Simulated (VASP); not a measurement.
Input of a VASP 6.6.1 run:

The input INCAR:

```
SYSTEM = CaMg
PREC = Accurate
ENCUT = 520
EDIFF = 1E-6
ISMEAR = 0
SIGMA = 0.15
LREAL = .False.
LASPH = .True.
NELM = 60
ALGO = Fast
ISIF = 2
LWAVE = .False.
LCHARG = .False.
NBANDS = 13
```

Contents of KPOINTS:

```
regular mesh
0
Gamma
  14 14 14
  0 0 0
```

The input POSCAR:

```
CaMg
1.0
    4.2462335249      0.0000000000      0.0000000000
    0.0000000000      4.2462335249      0.0000000000
    0.0000000000      0.0000000000      3.6950724133
Ca Mg
1 1
Direct
    0.0000000000      0.0000000000      0.0000000000
    0.5000000000      0.5000000000      0.5000000000
```

Potentials or basis: VASP PAW LDA potentials, release 64 (Ca_sv, Mg).

Launch:

```bash
$ cat potpaw_LDA.64/Ca_sv/POTCAR potpaw_LDA.64/Mg/POTCAR > POTCAR
$ mpirun -np 1 vasp_std > vasp.out
```

Q: Estimate the pressure.

A: -3.3 GPa.

Q: What does it give for the band gap on the k mesh?

A: Zero (bands 6 and 7 overlap by 1.51 eV).

Stress tensor (GPa, compression positive):
```
-4.00  0.00  0.00
 0.00 -4.00  0.00
 0.00  0.00 -1.94
```

Caveat: the cell stands under tension.
